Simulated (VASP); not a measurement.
Write the native input for VASP 6.6.1 that does the following.

```yaml
Task: single point
Functional: PBEsol-based screened hybrid with 25 % exact exchange
Potentials_or_basis: VASP PAW PBE potentials, release 64 (Ga_d, N)
Cutoff: 520 eV
k_mesh: 5 × 5 × 5
Occupations: fermi-dirac, width 0.05 eV
Spin: no spin polarisation
Dipole_correction: no
Grid_for_exact_exchange_PRECFOCK: Normal
Share_of_exact_exchange: 0.25
Further_INCAR_settings: ALGO = Normal; EDIFF = 1e-06; NBANDS = 16
Screening_parameter: 0.207 1/Å
```

Crystal: GaN.

```
Ga N
1.0
     0.00000    2.23268    2.23268
     2.23268    0.00000    2.23268
     2.23268    2.23268    0.00000
Ga N
1 1
Direct
  0.00000 0.00000 0.00000
  0.25000 0.25000 0.25000
```

These files were run (other wordings do the same):

POSCAR

```
GaN
1.0
    0.0000000000      2.2326846129      2.2326846129
    2.2326846129      0.0000000000      2.2326846129
    2.2326846129      2.2326846129      0.0000000000
Ga N
1 1
Direct
    0.0000000000      0.0000000000      0.0000000000
    0.2500000000      0.2500000000      0.2500000000
```

INCAR.step1

```
  PREC = Accurate
  ENCUT = 520
  EDIFF = 1E-5
  ISMEAR = -1
  SIGMA = 0.05
  LREAL = F
  LASPH = T
  NELM = 60
  ALGO = Normal
  ISIF = 2
  LWAVE = T
  LCHARG = F
  GGA = PE
  NBANDS = 16
```

INCAR.step2

```
  PREC = Accurate
  ENCUT = 520
  EDIFF = 1E-6
  ISMEAR = -1
  SIGMA = 0.05
  LREAL = F
  LASPH = T
  NELM = 60
  ALGO = Normal
  ISIF = 2
  LWAVE = F
  LCHARG = F
  GGA = PS
  LHFCALC = T
  AEXX = 0.25
  HFSCREEN = 0.207
  PRECFOCK = Normal
  ISTART = 1
  NBANDS = 16
```

KPOINTS

```
regular mesh
0
Gamma
  5 5 5
```

Potentials or basis: VASP PAW PBE potentials, release 64 (Ga_d, N).

The run is started by

```bash
$ cat potpaw_PBE.64/Ga_d/POTCAR potpaw_PBE.64/N/POTCAR > POTCAR
$ cp INCAR.step1 INCAR
$ mpirun -np 1 vasp_std > vasp.out
$ cp INCAR.step2 INCAR
$ mpirun -np 1 vasp_std > vasp.out
```

Results of the run:

| Quantity | Value |
| --- | --- |
| Pressure | 0.0 GPa |
| Band gap on the k mesh | 3.15 eV |

Caveat: the k points lie up to 0.49 Å⁻¹ apart; the PAW data sets were made with another functional, which shifts forces and pressure a little.

Run time: 4.2 min on 1 thread of Intel(R) Xeon(R) 6975P-C (Granite Rapids) (shared host), peak memory 0.25 GiB.
